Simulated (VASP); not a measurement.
# SrCl2 (Fm-3m) in VASP: single point with r2SCAN

Aim: the single point of SrCl2 with r2SCAN.

Everything below comes from runs of VASP 6.6.1. Logs are shortened: lines on timing, memory, paths and dates and some standing lists are left out, and cuts for length are marked.

### 1 The cell of the first run

It takes space group Fm-3m (No. 225, cubic). The conventional cell has a = 7.085 Å, b = 7.085 Å, c = 7.085 Å, α = 90.00°, β = 90.00°, γ = 90.00°. Within 4.0 Å of Sr (site symmetry m-3m) lie 8 Cl at 3.07 Å. Cl (site symmetry -43m) has 4 Sr at 3.07 Å and 6 Cl at 3.54 Å within 4.0 Å.

### 2 Single point, r2SCAN

The input, POSCAR:

```
SrCl2
1.0
    0.0000000000      3.5423570000      3.5423570000
    3.5423570000      0.0000000000      3.5423570000
    3.5423570000      3.5423570000      0.0000000000
Sr Cl
1 2
Direct
    0.0000000000      0.0000000000      0.0000000000
    0.2500000000      0.2500000000      0.2500000000
    0.7500000000      0.7500000000      0.7500000000
```

The input, INCAR.step1:

```
SYSTEM = SrCl2
  PREC = Accurate
  ENCUT = 520
  ISMEAR = 1
  SIGMA = 0.0443
  LREAL = .False.
  LASPH = .True.
  NELM = 80
  NBANDS = 19
  GGA = PE
  ALGO = Normal
  EDIFF = 1E-4
  LWAVE = .True.
  LCHARG = .False.
```

The input, INCAR.step2:

```
SYSTEM = SrCl2
  PREC = Accurate
  ENCUT = 520
  EDIFF = 1E-6
  ISMEAR = 1
  SIGMA = 0.0443
  LREAL = .False.
  LASPH = .True.
  NELM = 80
  ALGO = Normal
  ISIF = 2
  LWAVE = .False.
  LCHARG = .True.
  METAGGA = R2SCAN
  LMIXTAU = .True.
  LELF = .True.
  LVHAR = .True.
  NBANDS = 19
  ISTART = 1
```

The input, KPOINTS:

```
regular mesh
0
Gamma
  6 6 6
  0 0 0
```

Potentials or basis: VASP PAW PBE potentials, release 64 (Sr_sv, Cl).

Run with:

```
cat potpaw_PBE.64/Sr_sv/POTCAR potpaw_PBE.64/Cl/POTCAR > POTCAR
cp INCAR.step1 INCAR
mpirun -np 1 vasp_std > vasp.out
cp INCAR.step2 INCAR
mpirun -np 1 vasp_std > vasp.out
```

OUTCAR:

```text
SYSTEM = SrCl2
   PREC = Accurate
   ENCUT = 520
   EDIFF = 1E-6
   ISMEAR = 1
   LREAL = .False.
   LASPH = .True.
   NELM = 80
   ISIF = 2
   METAGGA = R2SCAN
   ISTART = 1

 ion  position               nearest neighbor table
   1  0.000  0.000  0.000-   3 3.07   2 3.07   3 3.07   2 3.07   3 3.07   3 3.07   2 3.07   2 3.07

   2  0.250  0.250  0.250-   1 3.07   1 3.07   1 3.07   1 3.07
   3  0.750  0.750  0.750-   1 3.07   1 3.07   1 3.07   1 3.07

  LATTYP: Found a face centered cubic cell.
 ALAT       =     7.0847140000

  Lattice vectors:

 A1 = (   0.0000000000,   3.5423570000,   3.5423570000)
 A2 = (   3.5423570000,   0.0000000000,   3.5423570000)
 A3 = (   3.5423570000,   3.5423570000,   0.0000000000)

Analysis of symmetry for initial positions (statically):
=====================================================================
 Subroutine PRICEL returns:
 Original cell was already a primitive cell.

 Routine SETGRP: Setting up the symmetry group for a
 face centered cubic supercell.

 Subroutine GETGRP returns: Found 48 space group operations
 (whereof 48 operations were pure point group operations)
 out of a pool of 48 trial point group operations.

The static configuration has the point symmetry O_h .

Analysis of symmetry for dynamics (positions and initial velocities):
=====================================================================
 Subroutine PRICEL returns:
 Original cell was already a primitive cell.

 Routine SETGRP: Setting up the symmetry group for a
 face centered cubic supercell.

 Subroutine GETGRP returns: Found 48 space group operations
 (whereof 48 operations were pure point group operations)
 out of a pool of 48 trial point group operations.

The dynamic configuration has the point symmetry O_h .

 Subroutine INISYM returns: Found 48 space group operations
 (whereof 48 operations are pure point group operations),
 and found     1 'primitive' translations

----------------------------------------------------------------------------------------

                                     Primitive cell

  volume of cell :      88.9011

  direct lattice vectors                    reciprocal lattice vectors
     0.000000000  3.542357000  3.542357000    -0.141148958  0.141148958  0.141148958
     3.542357000  0.000000000  3.542357000     0.141148958 -0.141148958  0.141148958
     3.542357000  3.542357000  0.000000000     0.141148958  0.141148958 -0.141148958

  length of vectors
     5.009649312  5.009649312  5.009649312     0.244477167  0.244477167  0.244477167

  position of ions in fractional coordinates (direct lattice)
     0.000000000  0.000000000  0.000000000
     0.250000000  0.250000000  0.250000000
     0.750000000  0.750000000  0.750000000

  ion indices of the primitive-cell ions
   primitive index   ion index
                 1           1
                 2           2
                 3           3

----------------------------------------------------------------------------------------

 KPOINTS: regular mesh

Automatic generation of k-mesh.
 Grid dimensions read from file:
 generate k-points for:    6    6    6

 Generating k-lattice:

  Cartesian coordinates                     Fractional coordinates (reciprocal lattice)
    -0.023524826  0.023524826  0.023524826     0.166666667  0.000000000  0.000000000
     0.023524826 -0.023524826  0.023524826     0.000000000  0.166666667  0.000000000
     0.023524826  0.023524826 -0.023524826     0.000000000  0.000000000  0.166666667

  Length of vectors
     0.040746194  0.040746194  0.040746194

  Shift w.r.t. Gamma in fractional coordinates (k-lattice)
     0.000000000  0.000000000  0.000000000

 Subroutine IBZKPT returns following result:
 ===========================================

 Found     16 irreducible k-points:

 Following reciprocal coordinates:
            Coordinates               Weight
  0.000000  0.000000  0.000000      1.000000
  0.166667  0.000000  0.000000      8.000000
  0.333333  0.000000  0.000000      8.000000
  0.500000  0.000000  0.000000      4.000000
  0.166667  0.166667  0.000000      6.000000
  0.333333  0.166667  0.000000     24.000000
[... 8 lines left out ...]
 -0.333333  0.333333  0.166667     24.000000
 -0.333333  0.500000  0.166667     12.000000
   k-points           NKPTS =     16   k-points in BZ     NKDIM =     16   number of bands    NBANDS=     19
   number of dos      NEDOS =    301   number of ions     NIONS =      3
   total plane-waves  NPLWV =  64000
   dimension x,y,z NGX =    40 NGY =   40 NGZ =   40
   dimension x,y,z NGXF=    80 NGYF=   80 NGZF=   80
   ions per type =               1   2
   NGX,Y,Z   is equivalent  to a cutoff of  13.27, 13.27, 13.27 a.u.
   NGXF,Y,Z  is equivalent  to a cutoff of  26.55, 26.55, 26.55 a.u.
 SYSTEM =  SrCl2
   PREC   = accura    normal or accurate (medium, high low for compatibility)
   ISTART =      1    job   : 0-new  1-cont  2-samecut
   ICHARG =      0    charge: 1-file 2-atom 10-const
   ISPIN  =      1    spin polarized calculation?
   LNONCOLLINEAR =      F non collinear calculations
   LSORBIT =      F    spin-orbit coupling
   LASPH  =      T    aspherical Exc in radial PAW
   ENCUT  =  520.0 eV  38.22 Ry    6.18 a.u.   9.31  9.31  9.31*2*pi/ulx,y,z
   NELM   =     80;   NELMIN=  2; NELMDL=  0     # of ELM steps
   EDIFF  = 0.1E-05   stopping-criterion for ELM
   LREAL  =      F    real-space projection
   EDIFFG = 0.1E-04   stopping-criterion for IOM
   NSW    =      0    number of steps for IOM
   IBRION =     -1    ionic relax: 0-MD 1-quasi-New 2-CG
   NFREE  =      0    steps in history (QN), initial steepest desc. (CG)
   ISIF   =      2    stress and relaxation
   ISYM   =      2    0-nonsym 1-usesym 2-fastsym
   POTIM  = 0.5000    time-step for ionic-motion
   TEBEG  =    0.0;   TEEND  =   0.0 temperature during run
   PSTRESS=    0.0 pullay stress
   NELECT =      24.0000    total number of electrons
   NUPDOWN=      -1.0000    fix difference up-down
   EMIN   =  10.00;   EMAX   =-10.00  energy-range for DOS
   EFERMI =   0.00;   METHOD = LEGACY
   ISMEAR =     1;   SIGMA  =   0.04  broadening in eV -4-tet -1-fermi 0-gaus
   EFERMI_NEDOS =   21; number of points for ismear=-14 and -15
   IALGO  =     38    algorithm
   IMIX   =      4    mixing-type and parameters
     AMIX     =   0.40;   BMIX     =  1.00
     AMIX_MAG =   1.60;   BMIX_MAG =  1.00
  volume/ion in A,a.u.               =      29.63       199.98
  Fermi-wavevector in a.u.,A,eV,Ry     =   1.058058  1.999440 15.231549  1.119487
  Thomas-Fermi vector in A             =   2.193354
   LORBIT       =      0    0 simple, 1 ext, 2 COOP (PROOUT), +10 PAW based schemes
   METAGGA = R2SCAN    functional components
   LHFCALC =     F    Hartree Fock is set to
   AEXX    =    0.0000 exact exchange contribution
   IVDW    =     0    specifies the selected vdW correction
   LEPSILON=     F    determine dielectric tensor
   LRPA    =     F    only Hartree local field effects (RPA)
 non-spin polarized calculation
 Methfessel and Paxton  Order N= 1 SIGMA  =   0.04
  energy-cutoff  :      520.00
  volume of cell :       88.90
 maximum number of plane-waves:      2421
 NGX is ok and might be reduce to    40
   NGX = 19   NGY = 19   NGZ = 19

 number of electron      23.9999997 magnetization

 Free energy of the ion-electron system (eV)
  ---------------------------------------------------
  ext. energy  EPLUGINS =         0.00000000
  ---------------------------------------------------
  free energy    TOTEN  =       -35.68480716 eV

  energy without entropy =      -35.68486482  energy(sigma->0) =      -35.68482638

 E-fermi :  -0.4802     XC(G=0):  -8.5554

 val. band max:       -0.5155411361   @ k =   0.5000   0.5000   0.0000
 cond. band min:       5.2798452792   @ k =   0.0000   0.0000   0.0000
 fundamental gap:      5.7953864153
 Fermi energy:        -0.4801848991

 k-point     1 :       0.0000    0.0000    0.0000
  band No.  band energies     occupation
      1     -34.6227      2.00000
      2     -15.9735      2.00000
      3     -15.9735      2.00000
      4     -15.9735      2.00000
      5     -14.2617      2.00000
      6     -13.4787      2.00000
[... 11 lines left out ...]
     18       9.0288      0.00000
     19       9.2778      0.00000

 k-point     2 :       0.1667    0.0000    0.0000
  band No.  band energies     occupation
      1     -34.6220      2.00000
      2     -16.0427      2.00000
      3     -15.9762      2.00000
      4     -15.9762      2.00000
      5     -14.1345      2.00000
      6     -13.5310      2.00000
[... 11 lines left out ...]
     18       8.7543      0.00000
     19       9.7498      0.00000

 k-point     3 :       0.3333    0.0000    0.0000
  band No.  band energies     occupation
      1     -34.6208      2.00000
      2     -16.1569      2.00000
      3     -15.9816      2.00000
      4     -15.9816      2.00000
      5     -13.9357      2.00000
      6     -13.5972      2.00000
[... 11 lines left out ...]
     18       8.5990      0.00000
     19       9.0154      0.00000

 k-point     4 :       0.5000    0.0000    0.0000
  band No.  band energies     occupation
      1     -34.6202      2.00000
      2     -16.2054      2.00000
      3     -15.9843      2.00000
      4     -15.9843      2.00000
      5     -13.8915      2.00000
      6     -13.5803      2.00000
[... 11 lines left out ...]
     18       8.6174      0.00000
     19       8.8118      0.00000

 k-point     5 :       0.1667    0.1667    0.0000
  band No.  band energies     occupation
      1     -34.6218      2.00000
      2     -16.0596      2.00000
      3     -15.9799      2.00000
      4     -15.9799      2.00000
      5     -14.0887      2.00000
      6     -13.5511      2.00000
[... 11 lines left out ...]
     18       8.8030      0.00000
     19       8.9337      0.00000

 k-point     6 :       0.3333    0.1667    0.0000
  band No.  band energies     occupation
      1     -34.6208      2.00000
      2     -16.1422      2.00000
      3     -15.9978      2.00000
      4     -15.9858      2.00000
      5     -13.9000      2.00000
      6     -13.6246      2.00000
[... 11 lines left out ...]
     18       8.5232      0.00000
     19       9.4263      0.00000

 k-point     7 :       0.5000    0.1667    0.0000
  band No.  band energies     occupation
      1     -34.6200      2.00000
      2     -16.1850      2.00000
      3     -16.0290      2.00000
      4     -15.9880      2.00000
      5     -13.8204      2.00000
      6     -13.6164      2.00000
[... 11 lines left out ...]
     18       8.8123      0.00000
     19       9.0976      0.00000

 k-point     8 :      -0.3333    0.1667    0.0000
  band No.  band energies     occupation
      1     -34.6202      2.00000
      2     -16.1652      2.00000
      3     -16.0347      2.00000
      4     -15.9843      2.00000
      5     -13.8316      2.00000
      6     -13.6268      2.00000
[... 80 lines left out ...]
 k-point    12 :      -0.3333    0.3333    0.0000
  band No.  band energies     occupation
      1     -34.6196      2.00000
      2     -16.1483      2.00000
      3     -16.1076      2.00000
      4     -15.9912      2.00000
      5     -13.7282      2.00000
      6     -13.6517      2.00000
[... 11 lines left out ...]
     18       9.1377      0.00000
     19       9.9476      0.00000

 k-point    13 :       0.5000    0.5000    0.0000
  band No.  band energies     occupation
      1     -34.6194      2.00000
      2     -16.2581      2.00000
      3     -15.9991      2.00000
      4     -15.9991      2.00000
      5     -13.7551      2.00000
      6     -13.6078      2.00000
[... 11 lines left out ...]
     18       8.6787      0.00000
     19       9.9046      0.00000

 k-point    14 :       0.5000    0.3333    0.1667
  band No.  band energies     occupation
      1     -34.6200      2.00000
      2     -16.1705      2.00000
      3     -16.0460      2.00000
      4     -15.9905      2.00000
      5     -13.7534      2.00000
      6     -13.6757      2.00000
[... 11 lines left out ...]
     18       8.7105      0.00000
     19       9.7472      0.00000

 k-point    15 :      -0.3333    0.3333    0.1667
  band No.  band energies     occupation
      1     -34.6196      2.00000
      2     -16.1539      2.00000
      3     -16.0991      2.00000
      4     -15.9940      2.00000
      5     -13.7279      2.00000
      6     -13.6520      2.00000
[... 11 lines left out ...]
     18       9.2142      0.00000
     19       9.7180      0.00000

 k-point    16 :      -0.3333    0.5000    0.1667
  band No.  band energies     occupation
      1     -34.6194      2.00000
      2     -16.1974      2.00000
      3     -16.0683      2.00000
      4     -15.9993      2.00000
      5     -13.7142      2.00000
      6     -13.6409      2.00000
[... 11 lines left out ...]
     18       9.5810      0.00000
     19       9.9966      0.00000

------------------------ aborting loop because EDIFF is reached ----------------------------------------

  FORCE on cell =-STRESS in cart. coord.  units (eV):
  Direction    XX          YY          ZZ          XY          YZ          ZX
  --------------------------------------------------------------------------------------
  -------------------------------------------------------------------------------------
  Total       -0.7172600     -0.7172600     -0.7172600      0.0000000     -0.0000000     -0.0000000
  in kB      -12.9264790    -12.9264790    -12.9264790      0.0000000     -0.0000000     -0.0000000
  external PRESSURE =     -12.9264790 kB  Pullay stress =       0.0000000 kB

 VOLUME and BASIS-vectors are now :
 -----------------------------------------------------------------------------
  energy-cutoff  :      520.00
  volume of cell :       88.90
      direct lattice vectors                 reciprocal lattice vectors
     0.000000000  3.542357000  3.542357000    -0.141148958  0.141148958  0.141148958
     3.542357000  0.000000000  3.542357000     0.141148958 -0.141148958  0.141148958
     3.542357000  3.542357000  0.000000000     0.141148958  0.141148958 -0.141148958

 POSITION                                       TOTAL-FORCE (eV/Angst)
 -----------------------------------------------------------------------------------
      0.00000      0.00000      0.00000         0.000000      0.000000      0.000000
      1.77118      1.77118      1.77118         0.000000      0.000000      0.000000
      5.31354      5.31354      5.31354        -0.000000     -0.000000     -0.000000
 -----------------------------------------------------------------------------------
    total drift:                               -0.000000     -0.000000      0.000000

  FREE ENERGIE OF THE ION-ELECTRON SYSTEM (eV)
  ---------------------------------------------------
  free  energy   TOTEN  =       -35.6848071595 eV

  energy  without entropy=      -35.6848648184  energy(sigma->0) =      -35.68482638
```

Run time: 89 s. Hardware: 1 thread of Intel Xeon Platinum 8488C (Sapphire Rapids), shared host; peak memory 0.26 GiB.

What came out:

```
Free energy            : -35.6848 eV
Pressure               : -1.3 GPa
Band gap on the k mesh : 5.80 eV (least direct gap 6.01 eV)
```

Caveat: the PAW data sets were made with another functional, which shifts forces and pressure a little. r2SCAN opens gaps a little over a GGA but as a rule still falls short of measured ones.
